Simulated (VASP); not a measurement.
Wanted: the native input for a VASP 6.6.1 run.

| Property | Result |
| --- | --- |
| Task | single point |
| Functional | BLYP |
| Potentials or basis | VASP PAW PBE potentials, release 64 (As) |
| Cutoff | 520 eV |
| k mesh | 18 × 18 × 18 |
| Occupations | fermi-dirac, width 0.1 eV |
| Spin | no spin polarisation |
| Dipole correction | no |
| Further INCAR settings | ALGO = Normal; EDIFF = 1e-06; NBANDS = 8 |

The structure of As lies in POSCAR:

```
As
1.0
    2.8134901733      0.0000000000      0.0000000000
    0.0000000000      2.8134901733      0.0000000000
    0.0000000000      0.0000000000      2.8134901733
As
1
Direct
    0.0000000000      0.0000000000      0.0000000000
```

These files were run (other wordings do the same):

INCAR

```
SYSTEM = As
AGGAC = 1.0
AGGAX = 1.0
ALDAC = 0.0
ALDAX = 1.0
ALGO = Normal
EDIFF = 1E-6
ENCUT = 520
GGA = B5
ISIF = 2
ISMEAR = -1
LASPH = .TRUE.
LCHARG = .TRUE.
LELF = .TRUE.
LREAL = .FALSE.
LVHAR = .TRUE.
LWAVE = .FALSE.
NBANDS = 8
NELM = 100
PREC = Accurate
SIGMA = 0.1
```

KPOINTS

```
k-points
0
G
  18 18 18
  0 0 0
```

Potentials or basis: VASP PAW PBE potentials, release 64 (As).

Run with:

```bash
$ cat potpaw_PBE.64/As/POTCAR > POTCAR
$ mpirun -np 1 vasp_std > vasp.out
```

Results of the run:

The pressure is 0.0 GPa.

Caveat: the PAW data sets were made with another functional, which shifts forces and pressure a little.

Run time: 32 s on 1 thread of Intel Xeon 8259CL, with other jobs on the host, peak memory 0.16 GiB.
